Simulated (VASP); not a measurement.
Crystal: MnO.

```xyz
2
Lattice="0.0000 2.1785 2.1785 2.1785 0.0000 2.1785 2.1785 2.1785 0.0000" Properties=species:S:1:pos:R:3 pbc="T T T"
Mn    0.0000    0.0000    0.0000
O     2.1785    2.1785    2.1785
```

Base run:

| Property | Result |
| --- | --- |
| Program | VASP 6.6.1 |
| Functional | r2SCAN |
| Potentials or basis | VASP PAW PBE potentials, release 64 (Mn_pv, O) |
| Cutoff | 520 eV |
| k mesh | 10 × 10 × 10 |
| Occupations | fermi-dirac, width 0.05 eV |
| Spin | collinear spin, ferromagnetic start |
| Starting moments | [4.0, 0.0] μB |

Its results: pressure 11.8 GPa; net moment 4.97 μB per cell; site moments Mn +4.51; O +0.25 μB.

After a change of settings the same cell gave: pressure -13.3 GPa; net moment 4.29 μB per cell; site moments Mn +3.93; O +0.17 μB. Which change was it?
A. functional from r2SCAN to LDA; potentials or basis from VASP PAW PBE potentials, release 64 (Mn_pv, O) to VASP PAW LDA potentials, release 64 (Mn_pv, O)
B. functional from r2SCAN to RPBE; dispersion from none to D4
C. functional from r2SCAN to PBE
D. potentials or basis from VASP PAW PBE potentials, release 64 (Mn_pv, O) to VASP PAW PBE potentials, release 64 (Mn_sv, O); cutoff from 520 eV to 660 eV; further incar settings from ALGO = Normal; EDIFF = 1e-06; NBANDS = 20 to ALGO = Normal; EDIFF = 1e-06; NBANDS = 22; valence electrons from 19 to 21

A.

Caveats: a cell with one magnetic atom can't hold antiferromagnetic order, which such compounds often take; the PAW data sets were made with another functional, which shifts forces and pressure a little (some runs).
